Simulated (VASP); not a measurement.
Input of a VASP 6.6.1 run:

The input INCAR:

```
SYSTEM = Te2Mo
PREC     = Accurate       ! precision mode
ENCUT    = 600            ! plane-wave cutoff, eV
EDIFF    = 1E-6           ! SCF threshold, eV
ISMEAR   = 0              ! smearing method
SIGMA    = 0.02           ! smearing width, eV
LREAL    = .FALSE.        ! projectors in reciprocal space
LASPH    = .TRUE.         ! aspherical terms in the spheres
NELM     = 60             ! most SCF steps
ALGO     = Normal         ! electronic algorithm
ISIF     = 4              ! what is computed and relaxed
LWAVE    = .FALSE.        ! write WAVECAR
LCHARG   = .FALSE.        ! write CHGCAR
GGA      = PE             ! functional
IVDW     = 12             ! dispersion correction
IBRION   = 2              ! ionic algorithm
NSW      = 50             ! ionic steps
EDIFFG   = -0.01          ! ionic threshold
```

Contents of KPOINTS:

```
Automatic mesh
0
G
  9 9 2
  0 0 0
```

The input POSCAR:

```
Te2Mo
1.0
    3.3700090812      0.0000000000      0.0000000000
   -1.6850045406      2.9185134753      0.0000000000
    0.0000000000      0.0000000000     12.9787278710
Te Mo
4 2
Direct
    0.3333333333      0.6666666667      0.6107076185
    0.6666666667      0.3333333333      0.1107076185
    0.3333333333      0.6666666667      0.8892923815
    0.6666666667      0.3333333333      0.3892923815
    0.3333333333      0.6666666667      0.2500000000
    0.6666666667      0.3333333333      0.7500000000
```

Potentials or basis: VASP PAW PBE potentials, release 64 (Te, Mo_sv).

The run is started by

```sh
$ cat potpaw_PBE.64/Te/POTCAR potpaw_PBE.64/Mo_sv/POTCAR > POTCAR
$ mpirun -np 1 vasp_std > vasp.out
```

(1) Predict the band gap on the k mesh.

(2) Predict the dispersion energy per atom.

## Answers

(1) 0.03 eV, indirect (least direct gap 0.46 eV).

(2) -0.630 eV.

Caveat: spin-orbit coupling is left out, which moves the levels of the heavy elements.
